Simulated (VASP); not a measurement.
# GaN (I4/mmm) in VASP: a series of runs, part 2 of 2

VASP 6.6.1.

## (4) Single point, PBEsol (equal xx and yy strain of +1 %)

Contents of INCAR:

```
PREC     = Accurate       # precision mode
ENCUT    = 520            # plane-wave cutoff, eV
EDIFF    = 1E-6           # SCF threshold, eV
ISMEAR   = -1             # smearing method
SIGMA    = 0.02           # smearing width, eV
LREAL    = F              # projectors in reciprocal space
LASPH    = T              # aspherical terms in the spheres
NELM     = 60             # most SCF steps
ALGO     = Normal         # electronic algorithm
ISIF     = 2              # what is computed and relaxed
LWAVE    = F              # write WAVECAR
LCHARG   = T              # write CHGCAR
GGA      = PS             # functional
LELF     = T              # ELF
LVHAR    = T            
NBANDS   = 16             # bands
```

Contents of KPOINTS:

```
regular mesh
0
Gamma
  13 13 13
```

Contents of POSCAR:

```
GaN
1.0
    0.0000000000      2.0124250000      1.9925000000
    2.0124250000      0.0000000000      1.9925000000
    2.0124250000      2.0124250000      0.0000000000
Ga N
1 1
Direct
    0.5000000000      0.5000000000      0.5000000000
    0.0000000000      0.0000000000      0.0000000000
```

Potentials or basis: VASP PAW PBE potentials, release 64 (Ga_d, N).

The run is started by

```bash
$ cat potpaw_PBE.64/Ga_d/POTCAR potpaw_PBE.64/N/POTCAR > POTCAR
$ mpirun -np 1 vasp_std > vasp.out
```

OUTCAR:

```text
PREC = Accurate
   ENCUT = 520
   EDIFF = 1E-6
   ISMEAR = -1
   LREAL = F
   LASPH = T
   NELM = 60
   ISIF = 2
   GGA = PS

 ion  position               nearest neighbor table
   1  0.500  0.500  0.500-   2 1.99   2 1.99   2 2.01   2 2.01   2 2.01   2 2.01
   2  0.000  0.000  0.000-   1 1.99   1 1.99   1 2.01   1 2.01   1 2.01   1 2.01

  LATTYP: Found a body centered tetragonal cell.
 ALAT       =     2.8459987283
 C/A-ratio  =     1.4002114479

  Lattice vectors:

 A1 = (   0.0000000000,  -2.0124250000,  -1.9925000000)
 A2 = (   0.0000000000,   2.0124250000,  -1.9925000000)
 A3 = (   2.0124250000,   0.0000000000,   1.9925000000)

Analysis of symmetry for initial positions (statically):
=====================================================================
 Subroutine PRICEL returns:
 Original cell was already a primitive cell.

 Routine SETGRP: Setting up the symmetry group for a
 body centered tetragonal supercell.

 Subroutine GETGRP returns: Found 16 space group operations
 (whereof 16 operations were pure point group operations)
 out of a pool of 16 trial point group operations.

The static configuration has the point symmetry D_4h.

Analysis of symmetry for dynamics (positions and initial velocities):
=====================================================================
 Subroutine PRICEL returns:
 Original cell was already a primitive cell.

 Routine SETGRP: Setting up the symmetry group for a
 body centered tetragonal supercell.

 Subroutine GETGRP returns: Found 16 space group operations
 (whereof 16 operations were pure point group operations)
 out of a pool of 16 trial point group operations.

The dynamic configuration has the point symmetry D_4h.

 Subroutine INISYM returns: Found 16 space group operations
 (whereof 16 operations are pure point group operations),
 and found     1 'primitive' translations

[... 103 lines left out ...]
   TEBEG  =    0.0;   TEEND  =   0.0 temperature during run
   PSTRESS=    0.0 pullay stress
   NELECT =      18.0000    total number of electrons
   NUPDOWN=      -1.0000    fix difference up-down
   EMIN   =  10.00;   EMAX   =-10.00  energy-range for DOS
   EFERMI =   0.00;   METHOD = LEGACY
   ISMEAR =    -1;   SIGMA  =   0.02  broadening in eV -4-tet -1-fermi 0-gaus
   EFERMI_NEDOS =   21; number of points for ismear=-14 and -15
   IALGO  =     38    algorithm
   IMIX   =      4    mixing-type and parameters
     AMIX     =   0.40;   BMIX     =  1.00
     AMIX_MAG =   1.60;   BMIX_MAG =  1.00
  volume/ion in A,a.u.               =       8.07        54.45
  Fermi-wavevector in a.u.,A,eV,Ry     =   1.697760  3.208302 39.217306  2.882391
  Thomas-Fermi vector in A             =   2.778383
   LORBIT       =      0    0 simple, 1 ext, 2 COOP (PROOUT), +10 PAW based schemes
   GGA     = PS    functional components
   LHFCALC =     F    Hartree Fock is set to
   AEXX    =    0.0000 exact exchange contribution
   IVDW    =     0    specifies the selected vdW correction
   LEPSILON=     F    determine dielectric tensor
   LRPA    =     F    only Hartree local field effects (RPA)
 non-spin polarized calculation
  energy-cutoff  :      520.00
  volume of cell :       16.14
 maximum number of plane-waves:       445
 NGX is ok and might be reduce to    24
   NGX = 11   NGY = 11   NGZ = 11

 number of electron      18.0000001 magnetization

 Free energy of the ion-electron system (eV)
  ---------------------------------------------------
  ext. energy  EPLUGINS =         0.00000000
  ---------------------------------------------------
  free energy    TOTEN  =       -11.88956694 eV

  energy without entropy =      -11.88956694  energy(sigma->0) =      -11.88956694

 E-fermi :  10.2851     XC(G=0): -14.2065

 val. band max:        9.9038747480   @ k =  -0.2308   0.0000   0.1538
 cond. band min:      11.4840319439   @ k =   0.4615   0.4615   0.0000
 fundamental gap:      1.5801571959
 Fermi energy:        10.2851459293

 k-point     1 :       0.0000    0.0000    0.0000
  band No.  band energies     occupation
      1      -9.1449      2.00000
      2      -4.0568      2.00000
      3      -4.0568      2.00000
      4      -4.0456      2.00000
      5      -3.9155      2.00000
      6      -3.8983      2.00000
[... 433 lines left out ...]
      3      -4.1873      2.00000
      4      -4.0646      2.00000
      5      -3.6829      2.00000
      6      -3.3794      2.00000
[... 8 lines left out ...]
     15      32.5141      0.00000
     16      35.7104      0.00000

 [... further k-points ...]
[... 5 lines left out ...]
  --------------------------------------------------------------------------------------
  -------------------------------------------------------------------------------------
  Total        4.9207965      4.9207965      5.3762297      0.0000000      0.0000000      0.0000000
  in kB      488.5153975    488.5153975    533.7288320      0.0000000      0.0000000      0.0000000
  external PRESSURE =     503.5865423 kB  Pullay stress =       0.0000000 kB

 VOLUME and BASIS-vectors are now :
 -----------------------------------------------------------------------------
  energy-cutoff  :      520.00
  volume of cell :       16.14
      direct lattice vectors                 reciprocal lattice vectors
     0.000000000  2.012425000  1.992500000    -0.248456464  0.248456464  0.250941029
     2.012425000  0.000000000  1.992500000     0.248456464 -0.248456464  0.250941029
     2.012425000  2.012425000  0.000000000     0.248456464  0.248456464 -0.250941029

 POSITION                                       TOTAL-FORCE (eV/Angst)
 -----------------------------------------------------------------------------------
      2.01242      2.01242      1.99250        -0.000000     -0.000000      0.000000
      0.00000      0.00000      0.00000         0.000000      0.000000     -0.000000
 -----------------------------------------------------------------------------------
    total drift:                                0.000000     -0.000000      0.000000

  FREE ENERGIE OF THE ION-ELECTRON SYSTEM (eV)
  ---------------------------------------------------
  free  energy   TOTEN  =       -11.8895669356 eV

  energy  without entropy=      -11.8895669356  energy(sigma->0) =      -11.88956694
```

Wall time 25 s (1 thread of Intel Xeon 6975P-C (Granite Rapids), shared host); peak memory 0.18 GiB.

Results:

```yaml
Free_energy: -11.8896 eV
Pressure: 50.4 GPa
Band_gap_on_the_k_mesh: 1.58 eV, indirect (least direct gap 4.89 eV)
```

Levels at points of the mesh, in eV from the valence-band top:
```tsv
k point	band 5	band 6	band 7	band 8	band 9	band 10	band 11	band 12	band 13	band 14
(0.00, 0.00, 0.00)	-13.82	-13.80	-0.81	-0.71	-0.71	4.17	15.53	15.53	15.61	16.39
```

Caveat: the cell differs from its parent crystal (equal xx and yy strain of +1 %); the PAW data sets were made with another functional, which shifts forces and pressure a little. A k mesh can miss the band edges.

## (5) The runs side by side

```csv
cell,gap on the mesh (eV),pressure (GPa)
"a = 2.832, b = 2.832, c = 2.818 Å, angles 60.2, 60.2, 59.7°, 2 atoms",1.68,54.8
"a = 2.846, b = 2.846, c = 2.818 Å, angles 60.3, 60.3, 59.3°, 2 atoms",1.54,50.7
"a = 2.832, b = 2.832, c = 2.846 Å, angles 59.8, 59.8, 60.3°, 2 atoms",1.58,50.4
```

Alike in all rows: task single point; level PBEsol; potentials or basis VASP PAW PBE potentials, release 64 (Ga_d, N); no spin polarisation; k mesh 13 × 13 × 13; cutoff (eV) 520; smearing fermi-dirac 0.02 eV.

Caveats: the PAW data sets were made with another functional, which shifts forces and pressure a little.

Total energies depend on the potentials used, so only differences within one code and one set of settings carry meaning.
